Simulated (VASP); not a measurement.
# Mo (P6/mmm) in VASP: further runs

Mo is run at these levels: PBEsol; tasks: single point.

Everything below comes from runs of VASP 6.6.1. Logs are shortened: lines on timing, memory, paths and dates and some standing lists are left out, and cuts for length are marked.

### Step 1. The cell of the first run

The structure is hexagonal, space group P6/mmm (No. 191). Conventional cell: a = 2.680 Å, b = 2.680 Å, c = 2.503 Å, α = 90.00°, β = 90.00°, γ = 120.00°. Within 3.3 Å of Mo (site symmetry 6/mmm) lie 8 Mo at 2.50 to 2.68 Å.

### Step 2. Single point, PBEsol

The input, INCAR:

```
SYSTEM = Mo
ALGO = Normal ; EDIFF = 1E-6
ENCUT = 520 ; GGA = PS
ISIF = 2 ; ISMEAR = 1
LASPH = .TRUE. ; LCHARG = .FALSE.
LREAL = .FALSE. ; LWAVE = .FALSE.
NBANDS = 13 ; NELM = 100
PREC = Accurate ; SIGMA = 0.1
```

The input, KPOINTS:

```
k-points
0
G
  12 12 11
  0 0 0
```

The input, POSCAR:

```
Mo
1.0
    2.6796675963      0.0000000000      0.0000000000
   -1.3398337981      2.3206600629      0.0000000000
    0.0000000000      0.0000000000      2.5030198129
Mo
1
Direct
    0.0000000000      0.0000000000      0.5000000000
```

Potentials or basis: VASP PAW PBE potentials, release 64 (Mo_sv).

The run is started by

```bash
$ cat potpaw_PBE.64/Mo_sv/POTCAR > POTCAR
$ mpirun -np 1 vasp_std > vasp.out
```

OUTCAR:

```text
SYSTEM = Mo
   EDIFF = 1E-6
   ENCUT = 520
   GGA = PS
   ISIF = 2
   ISMEAR = 1
   LASPH = .TRUE.
   LREAL = .FALSE.
   NELM = 100
   PREC = Accurate

 ion  position               nearest neighbor table
   1  0.000  0.000  0.500-

  LATTYP: Found a hexagonal cell.
 ALAT       =     2.6796675963
 C/A-ratio  =     0.9340784717

  Lattice vectors:

 A1 = (   2.6796675963,   0.0000000000,   0.0000000000)
 A2 = (  -1.3398337981,   2.3206600629,   0.0000000000)
 A3 = (   0.0000000000,   0.0000000000,   2.5030198129)

Analysis of symmetry for initial positions (statically):
=====================================================================
 Subroutine PRICEL returns:
 Original cell was already a primitive cell.

 Routine SETGRP: Setting up the symmetry group for a
 hexagonal supercell.

 Subroutine GETGRP returns: Found 24 space group operations
 (whereof 24 operations were pure point group operations)
 out of a pool of 24 trial point group operations.

The static configuration has the point symmetry D_6h.

Analysis of symmetry for dynamics (positions and initial velocities):
=====================================================================
 Subroutine PRICEL returns:
 Original cell was already a primitive cell.

 Routine SETGRP: Setting up the symmetry group for a
 hexagonal supercell.

 Subroutine GETGRP returns: Found 24 space group operations
 (whereof 24 operations were pure point group operations)
 out of a pool of 24 trial point group operations.

The dynamic configuration has the point symmetry D_6h.

 Subroutine INISYM returns: Found 24 space group operations
 (whereof 24 operations are pure point group operations),
 and found     1 'primitive' translations

----------------------------------------------------------------------------------------

                                     Primitive cell

  volume of cell :      15.5653

  direct lattice vectors                    reciprocal lattice vectors
     2.679667596  0.000000000  0.000000000     0.373180614  0.215455942  0.000000000
    -1.339833798  2.320660063  0.000000000     0.000000000  0.430911884  0.000000000
     0.000000000  0.000000000  2.503019813     0.000000000  0.000000000  0.399517413

  length of vectors
     2.679667596  2.679667467  2.503019813     0.430911863  0.430911884  0.399517413

  position of ions in fractional coordinates (direct lattice)
     0.000000000  0.000000000  0.500000000

  ion indices of the primitive-cell ions
   primitive index   ion index
                 1           1

----------------------------------------------------------------------------------------

 KPOINTS: k-points

Automatic generation of k-mesh.
 Grid dimensions read from file:
 generate k-points for:   12   12   11

 Generating k-lattice:

  Cartesian coordinates                     Fractional coordinates (reciprocal lattice)
     0.031098385  0.017954662  0.000000000     0.083333333  0.000000000  0.000000000
     0.000000000  0.035909324  0.000000000     0.000000000  0.083333333  0.000000000
     0.000000000  0.000000000  0.036319765     0.000000000  0.000000000  0.090909091

  Length of vectors
     0.035909322  0.035909324  0.036319765

  Shift w.r.t. Gamma in fractional coordinates (k-lattice)
     0.000000000  0.000000000  0.000000000

 Subroutine IBZKPT returns following result:
 ===========================================

 Found    114 irreducible k-points:

 Following reciprocal coordinates:
            Coordinates               Weight
  0.000000  0.000000  0.000000      1.000000
  0.083333  0.000000  0.000000      6.000000
  0.166667  0.000000  0.000000      6.000000
  0.250000  0.000000  0.000000      6.000000
  0.333333  0.000000  0.000000      6.000000
  0.416667  0.000000  0.000000      6.000000
[... 16 lines left out ...]
  0.250000  0.000000  0.090909     12.000000
  0.333333  0.000000  0.090909     12.000000
 [... further k-points ...]
   k-points           NKPTS =    114   k-points in BZ     NKDIM =    114   number of bands    NBANDS=     13
   number of dos      NEDOS =    301   number of ions     NIONS =      1
   total plane-waves  NPLWV =   8000
   dimension x,y,z NGX =    20 NGY =   20 NGZ =   20
   dimension x,y,z NGXF=    40 NGYF=   40 NGZF=   40
   ions per type =               1
   NGX,Y,Z   is equivalent  to a cutoff of  12.41, 12.41, 13.28 a.u.
   NGXF,Y,Z  is equivalent  to a cutoff of  24.82, 24.82, 26.57 a.u.
 SYSTEM =  Mo
   PREC   = accura    normal or accurate (medium, high low for compatibility)
   ISTART =      0    job   : 0-new  1-cont  2-samecut
   ICHARG =      2    charge: 1-file 2-atom 10-const
   ISPIN  =      1    spin polarized calculation?
   LNONCOLLINEAR =      F non collinear calculations
   LSORBIT =      F    spin-orbit coupling
   LASPH  =      T    aspherical Exc in radial PAW
   ENCUT  =  520.0 eV  38.22 Ry    6.18 a.u.   4.98  4.98  4.65*2*pi/ulx,y,z
   NELM   =    100;   NELMIN=  2; NELMDL= -5     # of ELM steps
   EDIFF  = 0.1E-05   stopping-criterion for ELM
   LREAL  =      F    real-space projection
   EDIFFG = 0.1E-04   stopping-criterion for IOM
   NSW    =      0    number of steps for IOM
   IBRION =     -1    ionic relax: 0-MD 1-quasi-New 2-CG
   NFREE  =      0    steps in history (QN), initial steepest desc. (CG)
   ISIF   =      2    stress and relaxation
   ISYM   =      2    0-nonsym 1-usesym 2-fastsym
   POTIM  = 0.5000    time-step for ionic-motion
   TEBEG  =    0.0;   TEEND  =   0.0 temperature during run
   PSTRESS=    0.0 pullay stress
   NELECT =      14.0000    total number of electrons
   NUPDOWN=      -1.0000    fix difference up-down
   EMIN   =  10.00;   EMAX   =-10.00  energy-range for DOS
   EFERMI =   0.00;   METHOD = LEGACY
   ISMEAR =     1;   SIGMA  =   0.10  broadening in eV -4-tet -1-fermi 0-gaus
   EFERMI_NEDOS =   21; number of points for ismear=-14 and -15
   IALGO  =     38    algorithm
   IMIX   =      4    mixing-type and parameters
     AMIX     =   0.40;   BMIX     =  1.00
     AMIX_MAG =   1.60;   BMIX_MAG =  1.00
  volume/ion in A,a.u.               =      15.57       105.04
  Fermi-wavevector in a.u.,A,eV,Ry     =   1.580272  2.986282 33.977293  2.497261
  Thomas-Fermi vector in A             =   2.680525
   LORBIT       =      0    0 simple, 1 ext, 2 COOP (PROOUT), +10 PAW based schemes
   GGA     = PS    functional components
   LHFCALC =     F    Hartree Fock is set to
   AEXX    =    0.0000 exact exchange contribution
   IVDW    =     0    specifies the selected vdW correction
   LEPSILON=     F    determine dielectric tensor
   LRPA    =     F    only Hartree local field effects (RPA)
 non-spin polarized calculation
 Methfessel and Paxton  Order N= 1 SIGMA  =   0.10
  energy-cutoff  :      520.00
  volume of cell :       15.57
 maximum number of plane-waves:       435
 NGX is ok and might be reduce to    20
   NGX =  9   NGY =  9   NGZ =  9

 number of electron      14.0000000 magnetization

 Free energy of the ion-electron system (eV)
  ---------------------------------------------------
  ext. energy  EPLUGINS =         0.00000000
  ---------------------------------------------------
  free energy    TOTEN  =       -10.84235794 eV

  energy without entropy =      -10.84183774  energy(sigma->0) =      -10.84218454

 E-fermi :  12.4429     XC(G=0): -13.4620

 val. band max:       12.4384900865   @ k =   0.0833   0.0833   0.1818
 cond. band min:      12.4463766293   @ k =   0.1667   0.0000   0.0000
 fundamental gap:      0.0078865428
 Fermi energy:        12.4428956237

 k-point     1 :       0.0000    0.0000    0.0000
  band No.  band energies     occupation
      1     -48.5780      2.00000
      2     -21.7198      2.00000
      3     -21.7198      2.00000
      4     -21.6647      2.00000
      5       5.3756      2.00000
      6       7.7143      2.00000
      7      11.3828      2.00000
      8      11.3828      2.00000
      9      16.8921      0.00000
     10      16.8921      0.00000
     11      25.4186      0.00000
     12      28.6668      0.00000
     13      33.6279      0.00000

 k-point     2 :       0.0833    0.0000    0.0000
  band No.  band energies     occupation
      1     -48.5592      2.00000
      2     -21.8406      2.00000
      3     -21.7465      2.00000
      4     -21.6521      2.00000
      5       5.6646      2.00000
      6       7.8433      2.00000
      7      11.0926      2.00000
      8      11.6549      2.00000
      9      16.5626      0.00000
     10      16.8383      0.00000
     11      26.0994      0.00000
     12      29.2555      0.00000
     13      32.1990      0.00000

 k-point     3 :       0.1667    0.0000    0.0000
  band No.  band energies     occupation
      1     -48.5073      2.00000
      2     -22.1632      2.00000
      3     -21.8189      2.00000
      4     -21.6174      2.00000
      5       6.4068      2.00000
      6       8.1906      2.00000
      7      10.5230      2.00000
      8      12.4464      0.94112
      9      15.7725      0.00000
     10      16.6944      0.00000
     11      27.6323      0.00000
     12      30.0531      0.00000
     13      30.7673      0.00000

 k-point     4 :       0.2500    0.0000    0.0000
  band No.  band energies     occupation
      1     -48.4357      2.00000
      2     -22.5884      2.00000
      3     -21.9163      2.00000
      4     -21.5696      2.00000
      5       7.2090      2.00000
      6       8.4311      2.00000
      7      10.5449      2.00000
      8      13.6758     -0.00000
      9      14.8686      0.00000
     10      16.5042      0.00000
     11      26.9259      0.00000
     12      30.1793      0.00000
     13      30.5506      0.00000

 k-point     5 :       0.3333    0.0000    0.0000
  band No.  band energies     occupation
      1     -48.3630      2.00000
      2     -22.9979      2.00000
      3     -22.0121      2.00000
      4     -21.5215      2.00000
      5       7.4507      2.00000
      6       8.5510      2.00000
      7      11.6742      2.00000
      8      14.0958     -0.00000
      9      15.1744      0.00000
     10      16.3209      0.00000
     11      25.1135      0.00000
     12      28.5082      0.00000
     13      31.1382      0.00000
[... 257 lines left out ...]
 k-point    22 :       0.1667    0.0000    0.0909
  band No.  band energies     occupation
      1     -48.4843      2.00000
      2     -22.1463      2.00000
      3     -21.8034      2.00000
      4     -21.7908      2.00000
      5       6.6729      2.00000
      6       8.5144      2.00000
      7      10.5961      2.00000
      8      12.5046      0.14456
      9      15.3741      0.00000
     10      16.2868      0.00000
     11      27.7652      0.00000
     12      29.1829      0.00000
     13      31.1411      0.00000

 k-point    23 :       0.2500    0.0000    0.0909
  band No.  band energies     occupation
      1     -48.4129      2.00000
      2     -22.5689      2.00000
      3     -21.9003      2.00000
      4     -21.7402      2.00000
      5       7.4437      2.00000
      6       8.7397      2.00000
      7      10.5843      2.00000
      8      13.7209     -0.00000
      9      14.5485      0.00000
     10      16.0801      0.00000
     11      27.4006      0.00000
     12      29.9641      0.00000
     13      30.8766      0.00000

 k-point    24 :       0.3333    0.0000    0.0909
  band No.  band energies     occupation
      1     -48.3405      2.00000
      2     -22.9760      2.00000
      3     -21.9957      2.00000
      4     -21.6890      2.00000
      5       7.5862      2.00000
      6       8.9543      2.00000
      7      11.3476      2.00000
      8      14.2016     -0.00000
      9      15.1654      0.00000
     10      15.9154      0.00000
     11      25.5147      0.00000
     12      29.1925      0.00000
     13      30.2860      0.00000

 [... further k-points ...]

------------------------ aborting loop because EDIFF is reached ----------------------------------------

  FORCE on cell =-STRESS in cart. coord.  units (eV):
  Direction    XX          YY          ZZ          XY          YZ          ZX
  --------------------------------------------------------------------------------------
  -------------------------------------------------------------------------------------
  Total        1.4312023      1.4312022      0.2035321      0.0000000      0.0000000      0.0000000
  in kB      147.3176827    147.3176638     20.9501321      0.0000000      0.0000000      0.0000000
  external PRESSURE =     105.1951596 kB  Pullay stress =       0.0000000 kB

 VOLUME and BASIS-vectors are now :
 -----------------------------------------------------------------------------
  energy-cutoff  :      520.00
  volume of cell :       15.57
      direct lattice vectors                 reciprocal lattice vectors
     2.679667596  0.000000000  0.000000000     0.373180614  0.215455942  0.000000000
    -1.339833798  2.320660063  0.000000000     0.000000000  0.430911884  0.000000000
     0.000000000  0.000000000  2.503019813     0.000000000  0.000000000  0.399517413

 POSITION                                       TOTAL-FORCE (eV/Angst)
 -----------------------------------------------------------------------------------
      0.00000      0.00000      1.25151         0.000000      0.000000      0.000000
 -----------------------------------------------------------------------------------
    total drift:                                0.000000      0.000000     -0.000000

  FREE ENERGIE OF THE ION-ELECTRON SYSTEM (eV)
  ---------------------------------------------------
  free  energy   TOTEN  =       -10.8423579391 eV

  energy  without entropy=      -10.8418377381  energy(sigma->0) =      -10.84218454
```

Run time: 22 s. Hardware: 1 thread of Intel Xeon 8259CL, shared host; peak memory 0.14 GiB.

What came out:

```yaml
Free_energy: -10.8424 eV
Pressure: 10.5 GPa
Band_gap_on_the_k_mesh: zero (band 7 reaches 13.41 eV, above the bottom of band 8 at 11.38 eV)
```

Stress tensor (GPa, compression positive):
```
14.73  0.00  0.00
 0.00 14.73  0.00
 0.00  0.00  2.10
```

Caveat: the PAW data sets were made with another functional, which shifts forces and pressure a little.

### Step 3. Single point, PBEsol

This run uses another cell than the first one, of 15.90 Å³/atom, 1.021 times its volume.

The input, INCAR:

```
PREC = Accurate
ENCUT = 520
EDIFF = 1E-7
ISMEAR = 1
SIGMA = 0.1
LREAL = False
LASPH = True
NELM = 60
ALGO = Normal
ISIF = 2
LWAVE = False
LCHARG = False
GGA = PS
NBANDS = 13
```

The input, KPOINTS:

```
regular mesh
0
Gamma
  12 12 11
```

The input, POSCAR:

```
Mo
1.0
    2.6985391166      0.0000000000      0.0000000000
   -1.3492695583      2.3370032778      0.0000000000
    0.0000000000      0.0000000000      2.5206472937
Mo
1
Direct
    0.0000000000      0.0000000000      0.5000000000
```

Potentials or basis: VASP PAW PBE potentials, release 64 (Mo_sv).

The run is started by

```bash
$ cat potpaw_PBE.64/Mo_sv/POTCAR > POTCAR
$ mpirun -np 1 vasp_std > vasp.out
```

Run time: 22 s. Hardware: 1 thread of Intel Xeon 8259CL, shared host; peak memory 0.14 GiB.

It converged, with:

```yaml
Free_energy: -10.8586 eV
Pressure: 5.1 GPa
Band_gap_on_the_k_mesh: zero (band 7 reaches 13.07 eV, above the bottom of band 8 at 11.09 eV)
```

Stress tensor (GPa, compression positive):
```
 8.91  0.00  0.00
 0.00  8.91  0.00
 0.00  0.00 -2.56
```

Levels at points of the mesh, in eV from the Fermi level:
| k point | band 4 | band 5 | band 6 | band 7 | band 8 | band 9 | band 10 | band 11 |
| --- | --- | --- | --- | --- | --- | --- | --- | --- |
| (0.00, 0.00, 0.00) | -34.16 | -7.01 | -4.61 | -1.02 | -1.02 | 4.32 | 4.32 | 12.97 |
| (0.50, 0.00, 0.00) | -33.98 | -5.23 | -3.31 | 0.95 | 1.10 | 3.59 | 4.65 | 10.64 |

Caveat: the PAW data sets were made with another functional, which shifts forces and pressure a little.

(Part 1 of 2 ends here.)
